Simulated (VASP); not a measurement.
Crystal: GaAs.

```
Ga As
1.0
     0.00000    2.83309    2.83309
     2.83309    0.00000    2.83309
     2.83309    2.83309    0.00000
Ga As
1 1
Direct
  0.00000 0.00000 0.00000
  0.25000 0.25000 0.25000
```

Base run:

```yaml
Program: VASP 6.6.1
Functional: PBE
Potentials_or_basis: VASP PAW PBE potentials, release 64 (Ga_d, As)
Cutoff: 520 eV
k_mesh: 6 × 6 × 6
Occupations: gaussian, width 0.01 eV
Spin: no spin polarisation
```

Its results: band gap on the k mesh 0.47 eV, direct; pressure 3.0 GPa.

Q: The run is repeated on the same cell with these changes: functional from PBE to r2SCAN. What comes out?

A: Band gap on the k mesh 0.94 eV, direct; pressure 0.1 GPa.

r2SCAN gives the wider gap, since meta-GGAs in the generalised Kohn-Sham scheme recover part of the derivative discontinuity.

Caveats: the PAW data sets were made with another functional, which shifts forces and pressure a little (some runs).

A k mesh can miss the band edges.
